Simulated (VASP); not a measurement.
# Gd (P6_3/mmc) in VASP: settings compared, part 3 of 3

VASP 6.6.1. Earlier steps stand in the parts before.

## 6. Single point, LDA, collinear spin, ferromagnetic start

This run uses another cell than the first one, of 35.09 Å³/atom.

File INCAR:

```
PREC     = Accurate       # precision mode
ENCUT    = 520            # plane-wave cutoff, eV
EDIFF    = 1E-6           # SCF threshold, eV
ISMEAR   = -1             # smearing method
SIGMA    = 0.05           # smearing width, eV
LREAL    = False          # projectors in reciprocal space
LASPH    = True           # aspherical terms in the spheres
NELM     = 150            # most SCF steps
ALGO     = Normal         # electronic algorithm
ISIF     = 2              # what is computed and relaxed
LWAVE    = False          # write WAVECAR
LCHARG   = False          # write CHGCAR
ISPIN    = 2              # spin polarisation
MAGMOM   = 7 7            # initial moments
LORBIT   = 11             # projections on sites
LMAXMIX  = 6              # l up to which the mixer works
GGA      = CA             # functional
NBANDS   = 29             # bands
```

File KPOINTS:

```
regular mesh
0
Gamma
  8 8 5
```

File POSCAR:

```
Gd
1.0
    3.7073122223      0.0000000000      0.0000000000
   -1.8536561112      3.2106265643      0.0000000000
    0.0000000000      0.0000000000      5.8960131069
Gd
2
Direct
    0.6666666667      0.3333333333      0.7500000000
    0.3333333333      0.6666666667      0.2500000000
```

Potentials or basis: VASP PAW PBE potentials, release 64 (Gd).

Run with:

```console
cat potpaw_PBE.64/Gd/POTCAR > POTCAR
mpirun -np 1 vasp_std > vasp.out
```

OUTCAR:

```text
PREC = Accurate
   ENCUT = 520
   EDIFF = 1E-6
   ISMEAR = -1
   LREAL = False
   LASPH = True
   NELM = 150
   ISIF = 2
   ISPIN = 2
   LORBIT = 11
   GGA = CA

 ion  position               nearest neighbor table
   1  0.667  0.333  0.750-
   2  0.333  0.667  0.250-

  LATTYP: Found a hexagonal cell.
 ALAT       =     3.7073122223
 C/A-ratio  =     1.5903740374

  Lattice vectors:

 A1 = (   3.7073122223,   0.0000000000,   0.0000000000)
 A2 = (  -1.8536561112,   3.2106265643,   0.0000000000)
 A3 = (   0.0000000000,   0.0000000000,   5.8960131069)

Analysis of symmetry for initial positions (statically):
=====================================================================
 Subroutine PRICEL returns:
 Original cell was already a primitive cell.

 Routine SETGRP: Setting up the symmetry group for a
 hexagonal supercell.

 Subroutine GETGRP returns: Found 24 space group operations
 (whereof 12 operations were pure point group operations)
 out of a pool of 24 trial point group operations.

The static configuration has the point symmetry D_3d.
 The point group associated with its full space group is D_6h.

Analysis of symmetry for dynamics (positions and initial velocities):
=====================================================================
 Subroutine PRICEL returns:
 Original cell was already a primitive cell.

 Routine SETGRP: Setting up the symmetry group for a
 hexagonal supercell.

 Subroutine GETGRP returns: Found 24 space group operations
 (whereof 12 operations were pure point group operations)
 out of a pool of 24 trial point group operations.

The dynamic configuration has the point symmetry D_3d.
 The point group associated with its full space group is D_6h.

Analysis of structural, dynamic, and magnetic symmetry:
[... 153 lines left out ...]
  ---------------------------------------------------
  ext. energy  EPLUGINS =         0.00000000
  ---------------------------------------------------
  free energy    TOTEN  =       -23.15570997 eV

  energy without entropy =      -23.10392888  energy(sigma->0) =      -23.12981943

 E-fermi :   2.3861     XC(G=0):  -9.9839

 val. band max:        2.3798610080   @ k =   0.2500  -0.0000   0.2000
 cond. band min:       2.3909198678   @ k =   0.2500   0.2500   0.4000
 fundamental gap:      0.0110588598
 Fermi energy:         2.3861293971

 spin component 1

 k-point     1 :       0.0000    0.0000    0.0000
  band No.  band energies     occupation
      1     -42.4386      1.00000
      2     -42.3822      1.00000
      3     -20.3351      1.00000
      4     -19.8184      1.00000
      5     -19.8184      1.00000
      6     -19.7260      1.00000
[... 757 lines left out ...]
     28       3.6528      0.00000
     29       4.4349      0.00000

 [... further k-points ...]

 spin component 2

 k-point     1 :       0.0000    0.0000    0.0000
  band No.  band energies     occupation
      1     -39.5374      1.00000
      2     -39.4671      1.00000
      3     -18.2446      1.00000
      4     -17.6103      1.00000
      5     -17.6103      1.00000
      6     -17.5005      1.00000
[... 757 lines left out ...]
     28       4.6326      0.00000
     29       5.4514      0.00000

 [... further k-points ...]

------------------------ aborting loop because EDIFF is reached ----------------------------------------

  FORCE on cell =-STRESS in cart. coord.  units (eV):
  Direction    XX          YY          ZZ          XY          YZ          ZX
  --------------------------------------------------------------------------------------
  -------------------------------------------------------------------------------------
  Total       -2.1763248     -2.1763248     -2.2096696      0.0000000      0.0000000      0.0000000
  in kB      -49.6851828    -49.6851828    -50.4464405      0.0000000      0.0000000      0.0000000
  external PRESSURE =     -49.9389353 kB  Pullay stress =       0.0000000 kB

 VOLUME and BASIS-vectors are now :
 -----------------------------------------------------------------------------
  energy-cutoff  :      520.00
  volume of cell :       70.18
      direct lattice vectors                 reciprocal lattice vectors
     3.707312222  0.000000000  0.000000000     0.269737195  0.155732842  0.000000000
    -1.853656111  3.210626564  0.000000000     0.000000000  0.311465684  0.000000000
     0.000000000  0.000000000  5.896013107     0.000000000  0.000000000  0.169606136

 POSITION                                       TOTAL-FORCE (eV/Angst)
 -----------------------------------------------------------------------------------
      1.85366      1.07021      4.42201        -0.000000      0.000000      0.000000
     -0.00000      2.14042      1.47400         0.000000     -0.000000      0.000000
 -----------------------------------------------------------------------------------
    total drift:                               -0.000000      0.000000     -0.000000

  FREE ENERGIE OF THE ION-ELECTRON SYSTEM (eV)
  ---------------------------------------------------
  free  energy   TOTEN  =       -23.1557099695 eV

  energy  without entropy=      -23.1039288810  energy(sigma->0) =      -23.12981943

 total charge

# of ion       s       p       d       f       tot
--------------------------------------------------
    1        2.069   5.531   0.532   7.042  15.174
    2        2.069   5.531   0.532   7.042  15.174
--------------------------------------------------
tot          4.137  11.062   1.064  14.085  30.349

 magnetization (x)

# of ion       s       p       d       f       tot
--------------------------------------------------
    1        0.004  -0.036   0.186   6.746   6.900
    2        0.004  -0.036   0.186   6.746   6.900
--------------------------------------------------
tot          0.008  -0.071   0.371  13.493  13.801
```

stdout:

```text
POSCAR found type information on POSCAR Gd
 POSCAR found :  1 types and       2 ions
 scaLAPACK will be used
 -----------------------------------------------------------------------------
|                                                                             |
|                                                                             |
|     You enforced a specific xc type in the INCAR file but a different       |
|     I HOPE YOU KNOW WHAT YOU ARE DOING!                                     |
|                                                                             |
 -----------------------------------------------------------------------------

 LDA part: xc-table for (Slater(with rela. corr.)+CA(PZ))
 , standard interpolation
 POSCAR, INCAR and KPOINTS ok, starting setup
 FFT: planning ... GRIDC
 FFT: planning ... GRID_SOFT
 FFT: planning ... GRID
 WAVECAR not read
 entering main loop
```

Wall time 2.2 min (1 thread of AMD EPYC 9R45 (Zen 5), shared host); peak memory 0.21 GiB.

What came out:

```
Free energy                                           : -23.1557 eV
Pressure                                              : -5.0 GPa
Net moment                                            : 14.89 μB per cell
Site moments                                          : Gd +6.90 μB
Valence electrons inside the program's atomic spheres : Gd 15.17
```

Stress tensor (GPa, compression positive):
```
-4.97  0.00  0.00
 0.00 -4.97  0.00
 0.00  0.00 -5.04
```

Levels at points of the mesh, in eV from the Fermi level:
Spin up:
```csv
k point,band 23,band 24,band 25,band 26,band 27,band 28,band 29
"(0.00, 0.00, 0.00)",-4.37,-2.24,1.05,1.36,1.36,1.53,1.95
"(0.50, 0.00, 0.00)",-1.95,-1.52,-1.11,-0.03,1.10,1.14,1.74
```
Spin down:
```
           k point  band 8  band 9  band 10  band 11  band 12  band 13
(0.00, 0.00, 0.00)  -19.86   -4.15    -1.49     0.20     0.23     0.28
(0.50, 0.00, 0.00)  -19.97   -1.18    -0.82    -0.46     0.23     0.29
```

Caveat: the cell stands under tension; the PAW data sets were made with another functional, which shifts forces and pressure a little; spin-orbit coupling is left out, which moves the levels of the heavy elements; semilocal functionals describe open f shells poorly, which spoils levels, moments and volumes. The state reached can hang on the start; a lower one may exist.

## 7. The runs side by side

```tsv
level	cell	gap on the mesh (eV)	pressure (GPa)	moment (μB)
PBEsol	a = 3.562, b = 3.562, c = 5.665 Å, angles 90.0, 90.0, 120.0°, 2 atoms	none	0.4	15.15
PBEsol	a = 3.612, b = 3.612, c = 5.744 Å, angles 90.0, 90.0, 120.0°, 2 atoms	none	-1.1	15.20
PBEsol	a = 3.684, b = 3.684, c = 5.859 Å, angles 90.0, 90.0, 120.0°, 2 atoms	none	-2.9	15.24
PBEsol	a = 3.707, b = 3.707, c = 5.896 Å, angles 90.0, 90.0, 120.0°, 2 atoms	none	-3.4	15.24
LDA	a = 3.707, b = 3.707, c = 5.896 Å, angles 90.0, 90.0, 120.0°, 2 atoms	none	-5.0	14.89
```

Alike in all rows: task single point; potentials or basis VASP PAW PBE potentials, release 64 (Gd); spin collinear, ferromagnetic start; k mesh 8 × 8 × 5; cutoff (eV) 520; smearing fermi-dirac 0.05 eV.

Caveats: the PAW data sets were made with another functional, which shifts forces and pressure a little; spin-orbit coupling is left out, which moves the levels of the heavy elements; semilocal functionals describe open f shells poorly, which spoils levels, moments and volumes; the cell stands under tension (at least some runs).

Total energies depend on the potentials used, so only differences within one code and one set of settings carry meaning.
